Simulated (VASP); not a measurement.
# Al2Au (Fm-3m) in VASP: single point with PBE

Aim: the single point of Al2Au with PBE.

All numbers are computed with VASP 6.6.1; they aren't measurements. Logs are shortened: lines on timing, memory, paths and dates and some standing lists are left out, and cuts for length are marked.

### Step 1. The cell of the first run

Symmetry: Fm-3m, No. 225, cubic system. Conventional cell: a = 6.000 Å, b = 6.000 Å, c = 6.000 Å, α = 90.00°, β = 90.00°, γ = 90.00°. Al (site symmetry -43m) has 4 Au at 2.60 Å and 6 Al at 3.00 Å within 3.4 Å. Au (site symmetry m-3m) has 8 Al at 2.60 Å within 3.4 Å.

### Step 2. Single point, PBE, collinear spin, zero start

File INCAR:

```
SYSTEM = Al2Au
  ALGO = Normal
  EDIFF = 1E-7
  ENCUT = 520
  GGA = PE
  ISIF = 2
  ISMEAR = -1
  ISPIN = 2
  LASPH = .True.
  LCHARG = .True.
  LELF = .True.
  LMAXMIX = 4
  LORBIT = 11
  LREAL = .False.
  LVHAR = .True.
  LWAVE = .False.
  MAGMOM = 0 0 0
  NBANDS = 20
  NELM = 150
  PREC = Accurate
  SIGMA = 0.1
```

File KPOINTS:

```
k-points
0
Gamma
  7 7 7
  0 0 0
```

File POSCAR:

```
Al2Au
1.0
    0.0000000000      3.0000000000      3.0000000000
    3.0000000000      0.0000000000      3.0000000000
    3.0000000000      3.0000000000      0.0000000000
Al Au
2 1
Direct
    0.2500000000      0.2500000000      0.2500000000
    0.7500000000      0.7500000000      0.7500000000
    0.0000000000      0.0000000000      0.0000000000
```

Potentials or basis: VASP PAW PBE potentials, release 64 (Al, Au).

The run is started by

```sh
cat potpaw_PBE.64/Al/POTCAR potpaw_PBE.64/Au/POTCAR > POTCAR
mpirun -np 1 vasp_std > vasp.out
```

OUTCAR:

```text
SYSTEM = Al2Au
   EDIFF = 1E-7
   ENCUT = 520
   GGA = PE
   ISIF = 2
   ISMEAR = -1
   ISPIN = 2
   LASPH = .True.
   LORBIT = 11
   LREAL = .False.
   NELM = 150
   PREC = Accurate

 ion  position               nearest neighbor table
   1  0.250  0.250  0.250-   3 2.60   3 2.60   3 2.60   3 2.60   2 3.00   2 3.00   2 3.00   2 3.00
                             2 3.00   2 3.00
   2  0.750  0.750  0.750-   3 2.60   3 2.60   3 2.60   3 2.60   1 3.00   1 3.00   1 3.00   1 3.00
                             1 3.00   1 3.00
   3  0.000  0.000  0.000-   2 2.60   2 2.60   2 2.60   1 2.60   2 2.60   1 2.60   1 2.60   1 2.60

  LATTYP: Found a face centered cubic cell.
 ALAT       =     6.0000000000

  Lattice vectors:

 A1 = (   0.0000000000,   3.0000000000,   3.0000000000)
 A2 = (   3.0000000000,   0.0000000000,   3.0000000000)
 A3 = (   3.0000000000,   3.0000000000,   0.0000000000)

Analysis of symmetry for initial positions (statically):
=====================================================================
 Subroutine PRICEL returns:
 Original cell was already a primitive cell.

 Routine SETGRP: Setting up the symmetry group for a
 face centered cubic supercell.

 Subroutine GETGRP returns: Found 48 space group operations
 (whereof 48 operations were pure point group operations)
 out of a pool of 48 trial point group operations.

The static configuration has the point symmetry O_h .

Analysis of symmetry for dynamics (positions and initial velocities):
=====================================================================
 Subroutine PRICEL returns:
 Original cell was already a primitive cell.

 Routine SETGRP: Setting up the symmetry group for a
 face centered cubic supercell.

 Subroutine GETGRP returns: Found 48 space group operations
 (whereof 48 operations were pure point group operations)
 out of a pool of 48 trial point group operations.

The dynamic configuration has the point symmetry O_h .

Analysis of structural, dynamic, and magnetic symmetry:
=====================================================================
 Subroutine PRICEL returns:
 Original cell was already a primitive cell.

 Routine SETGRP: Setting up the symmetry group for a
 face centered cubic supercell.

 Subroutine GETGRP returns: Found 48 space group operations
 (whereof 48 operations were pure point group operations)
 out of a pool of 48 trial point group operations.

The overall configuration has the point symmetry O_h .

 Subroutine INISYM returns: Found 48 space group operations
 (whereof 48 operations are pure point group operations),
 and found     1 'primitive' translations

----------------------------------------------------------------------------------------

                                     Primitive cell

  volume of cell :      54.0000

  direct lattice vectors                    reciprocal lattice vectors
     0.000000000  3.000000000  3.000000000    -0.166666667  0.166666667  0.166666667
     3.000000000  0.000000000  3.000000000     0.166666667 -0.166666667  0.166666667
     3.000000000  3.000000000  0.000000000     0.166666667  0.166666667 -0.166666667

  length of vectors
     4.242640687  4.242640687  4.242640687     0.288675135  0.288675135  0.288675135

  position of ions in fractional coordinates (direct lattice)
     0.250000000  0.250000000  0.250000000
     0.750000000  0.750000000  0.750000000
     0.000000000  0.000000000  0.000000000

  ion indices of the primitive-cell ions
   primitive index   ion index
                 1           1
                 2           2
                 3           3

----------------------------------------------------------------------------------------

 KPOINTS: k-points

Automatic generation of k-mesh.
 Grid dimensions read from file:
 generate k-points for:    7    7    7

 Generating k-lattice:

  Cartesian coordinates                     Fractional coordinates (reciprocal lattice)
    -0.023809524  0.023809524  0.023809524     0.142857143  0.000000000  0.000000000
     0.023809524 -0.023809524  0.023809524     0.000000000  0.142857143  0.000000000
     0.023809524  0.023809524 -0.023809524     0.000000000  0.000000000  0.142857143

  Length of vectors
     0.041239305  0.041239305  0.041239305

  Shift w.r.t. Gamma in fractional coordinates (k-lattice)
     0.000000000  0.000000000  0.000000000

 Subroutine IBZKPT returns following result:
 ===========================================

 Found     20 irreducible k-points:

 Following reciprocal coordinates:
            Coordinates               Weight
  0.000000  0.000000  0.000000      1.000000
  0.142857  0.000000  0.000000      8.000000
  0.285714  0.000000  0.000000      8.000000
  0.428571  0.000000  0.000000      8.000000
  0.142857  0.142857  0.000000      6.000000
  0.285714  0.142857  0.000000     24.000000
[... 12 lines left out ...]
 -0.428571  0.428571  0.142857     24.000000
 -0.285714  0.428571  0.142857     24.000000
   k-points           NKPTS =     20   k-points in BZ     NKDIM =     20   number of bands    NBANDS=     20
   number of dos      NEDOS =    301   number of ions     NIONS =      3
   total plane-waves  NPLWV =  32768
   dimension x,y,z NGX =    32 NGY =   32 NGZ =   32
   dimension x,y,z NGXF=    64 NGYF=   64 NGZF=   64
   ions per type =               2   1
   NGX,Y,Z   is equivalent  to a cutoff of  12.54, 12.54, 12.54 a.u.
   NGXF,Y,Z  is equivalent  to a cutoff of  25.08, 25.08, 25.08 a.u.
 SYSTEM =  Al2Au
   PREC   = accura    normal or accurate (medium, high low for compatibility)
   ISTART =      0    job   : 0-new  1-cont  2-samecut
   ICHARG =      2    charge: 1-file 2-atom 10-const
   ISPIN  =      2    spin polarized calculation?
   LNONCOLLINEAR =      F non collinear calculations
   LSORBIT =      F    spin-orbit coupling
   LASPH  =      T    aspherical Exc in radial PAW
   ENCUT  =  520.0 eV  38.22 Ry    6.18 a.u.   7.89  7.89  7.89*2*pi/ulx,y,z
   NELM   =    150;   NELMIN=  2; NELMDL= -5     # of ELM steps
   EDIFF  = 0.1E-06   stopping-criterion for ELM
   LREAL  =      F    real-space projection
   EDIFFG = 0.1E-05   stopping-criterion for IOM
   NSW    =      0    number of steps for IOM
   IBRION =     -1    ionic relax: 0-MD 1-quasi-New 2-CG
   NFREE  =      0    steps in history (QN), initial steepest desc. (CG)
   ISIF   =      2    stress and relaxation
   ISYM   =      2    0-nonsym 1-usesym 2-fastsym
   POTIM  = 0.5000    time-step for ionic-motion
   TEBEG  =    0.0;   TEEND  =   0.0 temperature during run
   PSTRESS=    0.0 pullay stress
   NELECT =      17.0000    total number of electrons
   NUPDOWN=      -1.0000    fix difference up-down
   EMIN   =  10.00;   EMAX   =-10.00  energy-range for DOS
   EFERMI =   0.00;   METHOD = LEGACY
   ISMEAR =    -1;   SIGMA  =   0.10  broadening in eV -4-tet -1-fermi 0-gaus
   EFERMI_NEDOS =   21; number of points for ismear=-14 and -15
   IALGO  =     38    algorithm
   IMIX   =      4    mixing-type and parameters
     AMIX     =   0.40;   BMIX     =  1.00
     AMIX_MAG =   1.60;   BMIX_MAG =  1.00
  volume/ion in A,a.u.               =      18.00       121.47
  Fermi-wavevector in a.u.,A,eV,Ry     =   1.113679  2.104547 16.875035  1.240280
  Thomas-Fermi vector in A             =   2.250266
   LORBIT       =     11    0 simple, 1 ext, 2 COOP (PROOUT), +10 PAW based schemes
   GGA     = PE    functional components
   LHFCALC =     F    Hartree Fock is set to
   AEXX    =    0.0000 exact exchange contribution
   IVDW    =     0    specifies the selected vdW correction
   LEPSILON=     F    determine dielectric tensor
   LRPA    =     F    only Hartree local field effects (RPA)
 spin polarized calculation
  energy-cutoff  :      520.00
  volume of cell :       54.00
 maximum number of plane-waves:      1468
   NGX = 15   NGY = 15   NGZ = 15

 number of electron      17.0000001 magnetization      -0.0000057

 number of electron      17.0000001 magnetization       0.0000001

 Free energy of the ion-electron system (eV)
  ---------------------------------------------------
  ext. energy  EPLUGINS =         0.00000000
  ---------------------------------------------------
  free energy    TOTEN  =       -12.01907131 eV

  energy without entropy =      -11.98657181  energy(sigma->0) =      -12.00282156

 E-fermi :   7.8060     XC(G=0): -10.5259

 val. band max:        7.7765430142   @ k =  -0.4286   0.1429   0.0000
 cond. band min:       7.9441939681   @ k =   0.2857   0.1429   0.0000
 fundamental gap:      0.1676509540
 Fermi energy:         7.8059996760

 spin component 1

 k-point     1 :       0.0000    0.0000    0.0000
  band No.  band energies     occupation
      1      -2.7552      1.00000
      2       1.1944      1.00000
      3       1.1944      1.00000
      4       1.1944      1.00000
      5       2.1517      1.00000
      6       2.1517      1.00000
[... 12 lines left out ...]
     19      16.0370      0.00000
[... 420 lines left out ...]
      3       1.4166      1.00000
      4       1.7814      1.00000
      5       1.9409      1.00000
      6       2.4497      1.00000
[... 12 lines left out ...]
     19      20.8427      0.00000
     20      22.7402      0.00000
 Fermi energy:         7.8059996760

 spin component 2

 k-point     1 :       0.0000    0.0000    0.0000
  band No.  band energies     occupation
      1      -2.7552      1.00000
      2       1.1944      1.00000
      3       1.1944      1.00000
      4       1.1944      1.00000
      5       2.1517      1.00000
      6       2.1517      1.00000
[... 12 lines left out ...]
     19      16.0370      0.00000
[... 421 lines left out ...]
      4       1.7814      1.00000
      5       1.9408      1.00000
      6       2.4497      1.00000
[... 12 lines left out ...]
     19      20.8427      0.00000
     20      22.7397      0.00000

------------------------ aborting loop because EDIFF is reached ----------------------------------------

  FORCE on cell =-STRESS in cart. coord.  units (eV):
  Direction    XX          YY          ZZ          XY          YZ          ZX
  --------------------------------------------------------------------------------------
  -------------------------------------------------------------------------------------
  Total        1.0637622      1.0637622      1.0637622      0.0000000     -0.0000000      0.0000000
  in kB       31.5617727     31.5617727     31.5617727      0.0000000     -0.0000000      0.0000000
  external PRESSURE =      31.5617727 kB  Pullay stress =       0.0000000 kB

 VOLUME and BASIS-vectors are now :
 -----------------------------------------------------------------------------
  energy-cutoff  :      520.00
  volume of cell :       54.00
      direct lattice vectors                 reciprocal lattice vectors
     0.000000000  3.000000000  3.000000000    -0.166666667  0.166666667  0.166666667
     3.000000000  0.000000000  3.000000000     0.166666667 -0.166666667  0.166666667
     3.000000000  3.000000000  0.000000000     0.166666667  0.166666667 -0.166666667

 POSITION                                       TOTAL-FORCE (eV/Angst)
 -----------------------------------------------------------------------------------
      1.50000      1.50000      1.50000         0.000000      0.000000      0.000000
      4.50000      4.50000      4.50000        -0.000000     -0.000000     -0.000000
      0.00000      0.00000      0.00000         0.000000      0.000000      0.000000
 -----------------------------------------------------------------------------------
    total drift:                                0.000000     -0.000000      0.000000

  FREE ENERGIE OF THE ION-ELECTRON SYSTEM (eV)
  ---------------------------------------------------
  free  energy   TOTEN  =       -12.0190713072 eV

  energy  without entropy=      -11.9865718085  energy(sigma->0) =      -12.00282156

 total charge

# of ion       s       p       d       tot
------------------------------------------
    1        0.395   0.359   0.000   0.753
    2        0.395   0.359   0.000   0.753
    3        0.754   0.700   8.547  10.001
--------------------------------------------------
tot          1.544   1.417   8.547  11.508

 magnetization (x)

# of ion       s       p       d       tot
------------------------------------------
    1       -0.000  -0.000   0.000  -0.000
    2       -0.000  -0.000   0.000  -0.000
    3        0.000   0.000  -0.000   0.000
--------------------------------------------------
tot         -0.000  -0.000  -0.000  -0.000
```

It took 75 s on 1 thread of AMD EPYC 7R13, shared host; peak memory 0.19 GiB.

Results:

```yaml
Free_energy: -12.0191 eV
Pressure: 3.2 GPa
Net_moment: 0.00 μB per cell
Valence_electrons_inside_the_program's_atomic_spheres: Al 0.75; Au 10.00
```

Levels at points of the mesh, in eV from the Fermi level:
Spin up:
```tsv
k point	band 6	band 7	band 8	band 9	band 10	band 11	band 12	band 13
(0.00, 0.00, 0.00)	-5.65	2.23	2.95	2.95	2.95	3.90	3.90	3.90
```
Spin down:
```
           k point  band 7  band 8  band 9  band 10  band 11  band 12
(0.00, 0.00, 0.00)    2.23    2.95    2.95     2.95     3.90     3.90
```

Caveat: spin-orbit coupling is left out, which moves the levels of the heavy elements.
